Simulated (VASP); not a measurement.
Write the native input for VASP 6.6.1 that does the following.

- Task: relaxation of shape and atoms at fixed volume
- Functional: PBEsol
- Potentials or basis: VASP PAW PBE potentials, release 64 (Ta_pv, N)
- Cutoff: 600 eV
- k mesh: 18 × 18 × 14
- Occupations: gaussian, width 0.1 eV
- Spin: no spin polarisation
- Dipole correction: no
- Further INCAR settings: ALGO = Normal; EDIFF = 1e-07; IBRION = 2; EDIFFG = -0.01; NSW = 50; ISIF = 4

The structure of TaN lies in POSCAR:

```
TaN
1.0
    2.8944517826      0.0000000000      0.0000000000
   -1.4472258913      2.5066687737      0.0000000000
    0.0000000000      0.0000000000      2.8417284104
Ta N
1 1
Direct
    0.3333333333      0.6666666667      0.5000000000
    0.0000000000      0.0000000000      0.0000000000
```

These files were run (other wordings do the same):

INCAR

```
  PREC = Accurate
  ENCUT = 600
  EDIFF = 1E-7
  ISMEAR = 0
  SIGMA = 0.1
  LREAL = F
  LASPH = T
  NELM = 100
  ALGO = Normal
  ISIF = 4
  LWAVE = F
  LCHARG = F
  GGA = PS
  IBRION = 2
  NSW = 50
  EDIFFG = -0.01
```

KPOINTS

```
regular mesh
0
Gamma
  18 18 14
```

Potentials or basis: VASP PAW PBE potentials, release 64 (Ta_pv, N).

Launch:

```console
$ cat potpaw_PBE.64/Ta_pv/POTCAR potpaw_PBE.64/N/POTCAR > POTCAR
$ mpirun -np 1 vasp_std > vasp.out
```

It gave:

```yaml
Energy_gained_by_relaxing: 0.1 meV/atom
Ionic_steps: 3
Pressure_after_relaxing: 12.7 GPa
Band_gap_on_the_k_mesh: zero (bands 8 and 9 overlap by 0.35 eV)
```

Caveat: the PAW data sets were made with another functional, which shifts forces and pressure a little; spin-orbit coupling is left out, which moves the levels of the heavy elements.

It took 100 s on 1 thread of Intel(R) Xeon(R) Platinum 8259CL CPU @ 2.50GHz (Skylake/Cascade Lake), on a shared host, peak memory 0.23 GiB.
